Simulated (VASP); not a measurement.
Crystal: La2O3.

```
La O
1.0
     6.26678    0.00000    0.00000
    -3.13339    5.42719    0.00000
     0.00000    0.00000    3.29977
La O
2 3
Direct
  0.66667 0.33333 0.50000
  0.33333 0.66667 0.50000
  0.50801 0.00000 0.00000
  0.00000 0.50801 0.00000
  0.49199 0.49199 0.00000
```

```yaml
Program: VASP 6.6.1
Task: relaxation of cell and atoms
Functional: PBEsol
Potentials_or_basis: VASP PAW PBE potentials, release 64 (La, O)
Cutoff: 600 eV
k_mesh: 4 × 4 × 6
Occupations: fermi-dirac, width 0.05 eV
Spin: no spin polarisation
```

At the start: pressure -1.3 GPa; volume 22.45 Å³/atom.

Where does the relaxation end?

Over 16 steps the energy falls by 5.0 meV/atom and the volume is 22.32 Å³/atom (-0.5 %); space group P-62m (No. 189, to 0.1 Å) before, P6/mmm (No. 191, to 0.1 Å).

Step by step:
| step | energy change (eV) | largest force (eV/Å) | pressure (GPa) | volume (Å³) |
| --- | --- | --- | --- | --- |
| 1 | 0.0000 | 0.0617 | -1.28 | 112.23 |
| 2 | -0.0012 | 0.0471 | 2.36 | 109.31 |
| 3 | -0.0182 | 0.0544 | 0.50 | 110.75 |
| 4 | -0.0210 | 0.0555 | -0.01 | 111.56 |
| 5 | -0.0210 | 0.0557 | -0.06 | 111.63 |
| 6 | -0.0214 | 0.0522 | 0.00 | 111.60 |
| 7 | -0.0224 | 0.0422 | 0.16 | 111.48 |
| 8 | -0.0228 | 0.0226 | 0.46 | 111.25 |
| 9 | -0.0229 | 0.0281 | 0.37 | 111.32 |
| 10 | -0.0230 | 0.0297 | 0.36 | 111.33 |
| 11 | -0.0234 | 0.0247 | 0.30 | 111.39 |
| 12 | -0.0240 | 0.0187 | 0.19 | 111.49 |
| 13 | -0.0246 | 0.0059 | 0.00 | 111.70 |
| 14 | -0.0247 | 0.0015 | -0.10 | 111.79 |
| 15 | -0.0248 | 0.0017 | -0.08 | 111.75 |
| 16 | -0.0249 | 0.0004 | 0.00 | 111.62 |

Final structure:
```
La O
1.0
     6.29753    0.00000    0.00000
    -3.14876    5.45382    0.00000
     0.00000    0.00000    3.24993
La O
2 3
Direct
  0.66667 0.33333 0.50000
  0.33333 0.66667 0.50000
  0.49994 0.00000 0.00000
  0.00000 0.49994 0.00000
  0.50006 0.50006 0.00000
```

Caveat: the PAW data sets were made with another functional, which shifts forces and pressure a little.
